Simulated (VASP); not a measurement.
# S (P6_3/mmc) in VASP: a series of runs, part 2 of 3

VASP 6.6.1. The steps go on from the part before.

## Step 3: Relaxation of cell and atoms, PBEsol

The input, INCAR:

```
SYSTEM = S
  ALGO = Normal
  EDIFF = 1E-6
  EDIFFG = -0.01
  ENCUT = 600
  GGA = PS
  IBRION = 2
  ISIF = 3
  ISMEAR = 0
  LASPH = .TRUE.
  LCHARG = .FALSE.
  LREAL = .FALSE.
  LWAVE = .FALSE.
  NELM = 100
  NSW = 100
  PREC = Accurate
  SIGMA = 0.1
```

The input, KPOINTS:

```
k-points
0
G
  15 15 8
  0 0 0
```

The input, POSCAR:

```
S
1.0
    3.9419526680      0.0000000000      0.0000000000
   -1.9709763340      3.4138311510      0.0000000000
    0.0000000000      0.0000000000      6.5674752229
S
4
Direct
    0.0000000000      0.0000000000      0.2500000000
    0.0000000000      0.0000000000      0.7500000000
    0.3333333333      0.6666666667      0.7500000000
    0.6666666667      0.3333333333      0.2500000000
```

Potentials or basis: VASP PAW PBE potentials, release 64 (S).

The run is started by

```console
$ cat potpaw_PBE.64/S/POTCAR > POTCAR
$ mpirun -np 1 vasp_std > vasp.out
```

OUTCAR:

```text
SYSTEM = S
   EDIFF = 1E-6
   EDIFFG = -0.01
   ENCUT = 600
   GGA = PS
   IBRION = 2
   ISIF = 3
   ISMEAR = 0
   LASPH = .TRUE.
   LREAL = .FALSE.
   NELM = 100
   NSW = 100
   PREC = Accurate

 ion  position               nearest neighbor table
   1  0.000  0.000  0.250-   4 2.28   4 2.28   4 2.28
   2  0.000  0.000  0.750-   3 2.28   3 2.28   3 2.28
   3  0.333  0.667  0.750-   2 2.28   2 2.28   2 2.28
   4  0.667  0.333  0.250-   1 2.28   1 2.28   1 2.28

  LATTYP: Found a hexagonal cell.
 ALAT       =     3.9419526680
 C/A-ratio  =     1.6660461898

  Lattice vectors:

 A1 = (   3.9419526680,   0.0000000000,   0.0000000000)
 A2 = (  -1.9709763340,   3.4138311510,   0.0000000000)
 A3 = (   0.0000000000,   0.0000000000,   6.5674752229)

Analysis of symmetry for initial positions (statically):
=====================================================================
 Subroutine PRICEL returns:
 Original cell was already a primitive cell.

 Routine SETGRP: Setting up the symmetry group for a
 hexagonal supercell.

 Subroutine GETGRP returns: Found 24 space group operations
 (whereof 12 operations were pure point group operations)
 out of a pool of 24 trial point group operations.

The static configuration has the point symmetry D_3d.
 The point group associated with its full space group is D_6h.

Analysis of symmetry for dynamics (positions and initial velocities):
=====================================================================
 Subroutine PRICEL returns:
 Original cell was already a primitive cell.

 Routine SETGRP: Setting up the symmetry group for a
 hexagonal supercell.

 Subroutine GETGRP returns: Found 24 space group operations
 (whereof 12 operations were pure point group operations)
 out of a pool of 24 trial point group operations.

The dynamic configuration has the point symmetry D_3d.
 The point group associated with its full space group is D_6h.

 Subroutine INISYM returns: Found 24 space group operations
 (whereof 12 operations are pure point group operations),
 and found     1 'primitive' translations

----------------------------------------------------------------------------------------

                                     Primitive cell

  volume of cell :      88.3796

  direct lattice vectors                    reciprocal lattice vectors
     3.941952668  0.000000000  0.000000000     0.253681382  0.146463014  0.000000000
    -1.970976334  3.413831151  0.000000000     0.000000000  0.292926028  0.000000000
     0.000000000  0.000000000  6.567475223     0.000000000  0.000000000  0.152265515

  length of vectors
     3.941952668  3.941952668  6.567475223     0.292926028  0.292926028  0.152265515

[... 111 lines left out ...]
   AEXX    =    0.0000 exact exchange contribution
   IVDW    =     0    specifies the selected vdW correction
   LEPSILON=     F    determine dielectric tensor
   LRPA    =     F    only Hartree local field effects (RPA)
 conjugate gradient relaxation of ions
 non-spin polarized calculation
 Gauss-broadening in eV      SIGMA  =   0.10
  energy-cutoff  :      600.00
  volume of cell :       88.38
 maximum number of plane-waves:      2985
 NGX is ok and might be reduce to    32
   NGX = 15   NGY = 15   NGZ = 27

--------------------------------------- Ionic step        1  -------------------------------------------

 number of electron      23.9999999 magnetization

 Free energy of the ion-electron system (eV)
  ---------------------------------------------------
  ext. energy  EPLUGINS =         0.00000000
  ---------------------------------------------------
  free energy    TOTEN  =       -14.56976062 eV

  energy without entropy =      -14.55736408  energy(sigma->0) =      -14.56356235

------------------------ aborting loop because EDIFF is reached ----------------------------------------

  FORCE on cell =-STRESS in cart. coord.  units (eV):
  Direction    XX          YY          ZZ          XY          YZ          ZX
  --------------------------------------------------------------------------------------
  -------------------------------------------------------------------------------------
  Total        0.0516445      0.0516445      0.0114941     -0.0000000      0.0000000      0.0000000
  in kB        0.9362305      0.9362305      0.2083690     -0.0000000      0.0000000      0.0000000
  external PRESSURE =       0.6936100 kB  Pullay stress =       0.0000000 kB

 VOLUME and BASIS-vectors are now :
 -----------------------------------------------------------------------------
  energy-cutoff  :      600.00
  volume of cell :       88.38
      direct lattice vectors                 reciprocal lattice vectors
     3.941952668  0.000000000  0.000000000     0.253681382  0.146463014  0.000000000
    -1.970976334  3.413831151  0.000000000     0.000000000  0.292926028  0.000000000
     0.000000000  0.000000000  6.567475223     0.000000000  0.000000000  0.152265515

 POSITION                                       TOTAL-FORCE (eV/Angst)
 -----------------------------------------------------------------------------------
      0.00000      0.00000      1.64187        -0.000000     -0.000000      0.000000
      0.00000      0.00000      4.92561         0.000000      0.000000      0.000000
     -0.00000      2.27589      4.92561        -0.000000     -0.000000      0.000000
      1.97098      1.13794      1.64187         0.000000      0.000000     -0.000000
 -----------------------------------------------------------------------------------
    total drift:                               -0.000000      0.000000     -0.000000

  FREE ENERGIE OF THE ION-ELECTRON SYSTEM (eV)
  ---------------------------------------------------
  free  energy   TOTEN  =       -14.5697606221 eV

  energy  without entropy=      -14.5573640831  energy(sigma->0) =      -14.56356235

--------------------------------------- Ionic step        2  -------------------------------------------

 number of electron      23.9999999 magnetization

 Free energy of the ion-electron system (eV)
  ---------------------------------------------------
  ext. energy  EPLUGINS =         0.00000000
  ---------------------------------------------------
  free energy    TOTEN  =       -14.56977266 eV

  energy without entropy =      -14.55732571  energy(sigma->0) =      -14.56354918

 E-fermi :   4.0753     XC(G=0):  -9.2969

 val. band max:        4.0704324992   @ k =   0.2000   0.0667   0.0000
 cond. band min:       4.0775171721   @ k =   0.2000   0.1333   0.0000
 fundamental gap:      0.0070846728
 Fermi energy:         4.0753202435

 k-point     1 :       0.0000    0.0000    0.0000
  band No.  band energies     occupation
      1     -12.5743      2.00000
      2     -12.0858      2.00000
      3      -4.4579      2.00000
      4      -4.1729      2.00000
      5      -1.9985      2.00000
      6      -1.7434      2.00000
[... 433 lines left out ...]
      3      -9.2140      2.00000
      4      -9.0758      2.00000
      5      -3.3090      2.00000
      6      -3.1394      2.00000
[... 8 lines left out ...]
     15       9.0647      0.00000
     16       9.0875      0.00000

 [... further k-points ...]
[... 5 lines left out ...]
  --------------------------------------------------------------------------------------
  -------------------------------------------------------------------------------------
  Total       -0.0328314     -0.0328314      0.0089979     -0.0000000     -0.0000000      0.0000000
  in kB       -0.5943563     -0.5943563      0.1628917     -0.0000000     -0.0000000      0.0000000
  external PRESSURE =      -0.3419403 kB  Pullay stress =       0.0000000 kB

 VOLUME and BASIS-vectors are now :
 -----------------------------------------------------------------------------
  energy-cutoff  :      600.00
  volume of cell :       88.50
      direct lattice vectors                 reciprocal lattice vectors
     3.944407980  0.000000000  0.000000000     0.253523470  0.146371844 -0.000000000
    -1.972203990  3.415957514  0.000000000     0.000000000  0.292743688 -0.000000000
     0.000000000  0.000000000  6.568385648     0.000000000 -0.000000000  0.152244410

 POSITION                                       TOTAL-FORCE (eV/Angst)
 -----------------------------------------------------------------------------------
      1.97220      3.41596      1.64210         0.000000      0.000000      0.000000
      0.00000      0.00000      4.92629        -0.000000      0.000000     -0.000000
     -0.00000      2.27731      4.92629         0.000000     -0.000000     -0.000000
      1.97220      1.13865      1.64210        -0.000000      0.000000      0.000000
 -----------------------------------------------------------------------------------
    total drift:                                0.000000      0.000000      0.000000

  FREE ENERGIE OF THE ION-ELECTRON SYSTEM (eV)
  ---------------------------------------------------
  free  energy   TOTEN  =       -14.5697726617 eV

  energy  without entropy=      -14.5573257066  energy(sigma->0) =      -14.56354918

 reached required accuracy - stopping structural energy minimisation
```

OSZICAR:

```text
N       E                     dE             d eps       ncg     rms          rms(c)
DAV:   1     0.136616228997E+03    0.13662E+03   -0.11677E+04  4320   0.145E+03
DAV:   2    -0.585859493288E+01   -0.14247E+03   -0.14104E+03  6064   0.223E+02
DAV:   3    -0.146973517637E+02   -0.88388E+01   -0.87567E+01  5528   0.644E+01
[... 13 lines left out ...]
DAV:   2    -0.145698051641E+02    0.91512E-04   -0.20512E-04  4784   0.932E-02    0.443E-02
DAV:   3    -0.145697762575E+02    0.28907E-04   -0.64430E-05  4752   0.416E-02    0.232E-02
DAV:   4    -0.145697744214E+02    0.18360E-05   -0.44167E-06  4648   0.119E-02    0.156E-02
DAV:   5    -0.145697730615E+02    0.13599E-05   -0.18612E-07  2600   0.338E-03    0.411E-03
DAV:   6    -0.145697726617E+02    0.39983E-06   -0.62869E-08  2544   0.179E-03
   2 F= -.14569773E+02 E0= -.14563549E+02  d E =-.120396E-04
```

CONTCAR:

```text
S
   1.00000000000000
     3.9444079799294824    0.0000000000000000    0.0000000000000000
    -1.9722039899647412    3.4159575135051399    0.0000000000000000
     0.0000000000000000    0.0000000000000000    6.5683856475796434
  S
     4
Direct
     1.0000000000000000    1.0000000000000000    0.2500000000000000
     0.0000000000000000    0.0000000000000000    0.7500000000000000
     0.3333333332999970    0.6666666667000030    0.7500000000000000
     0.6666666667000030    0.3333333332999970    0.2500000000000000

  0.00000000E+00  0.00000000E+00  0.00000000E+00
  0.00000000E+00  0.00000000E+00  0.00000000E+00
  0.00000000E+00  0.00000000E+00  0.00000000E+00
  0.00000000E+00  0.00000000E+00  0.00000000E+00
```

Wall time 90 s (1 thread of Intel Xeon 6975P-C (Granite Rapids), shared host); peak memory 0.33 GiB.

What came out:

| Item | Value |
| --- | --- |
| Free energy | -14.5698 eV |
| Relaxed volume | 22.13 Å³/atom |
| Relaxed cell | a = 3.944 Å, b = 3.944 Å, c = 6.568 Å, α = 90.00°, β = 90.00°, γ = 120.00° |
| Space group after relaxing (to 0.05 Å) | P6_3/mmc (No. 194) |
| Energy gained by relaxing | 0.0 meV/atom |
| Ionic steps | 2 |
| Pressure after relaxing | 0.0 GPa |
| Band gap on the k mesh | zero (band 12 reaches 4.44 eV, above the bottom of band 13 at 3.84 eV) |

Final structure:
```
CELL_PARAMETERS angstrom
3.94441 0.00000 0.00000
-1.97220 3.41596 0.00000
0.00000 0.00000 6.56839
ATOMIC_POSITIONS crystal
S 0.00000 0.00000 0.25000
S 0.00000 0.00000 0.75000
S 0.33333 0.66667 0.75000
S 0.66667 0.33333 0.25000
```

Levels at points of the mesh, in eV from the Fermi level:
| k point | band 9 | band 10 | band 11 | band 12 | band 13 | band 14 | band 15 | band 16 |
| --- | --- | --- | --- | --- | --- | --- | --- | --- |
| (0.00, 0.00, 0.00) | -5.64 | -3.02 | -0.30 | -0.30 | -0.07 | -0.07 | 0.50 | 1.67 |
| (0.00, 0.00, 0.50) | -4.77 | -4.77 | -0.21 | -0.21 | -0.21 | -0.21 | 0.99 | 0.99 |

Caveat: the PAW data sets were made with another functional, which shifts forces and pressure a little; this functional lacks dispersion, which binds the layers, so the pressure and a relaxed spacing across them are unreliable.

(Continued in part 3 of 3.)
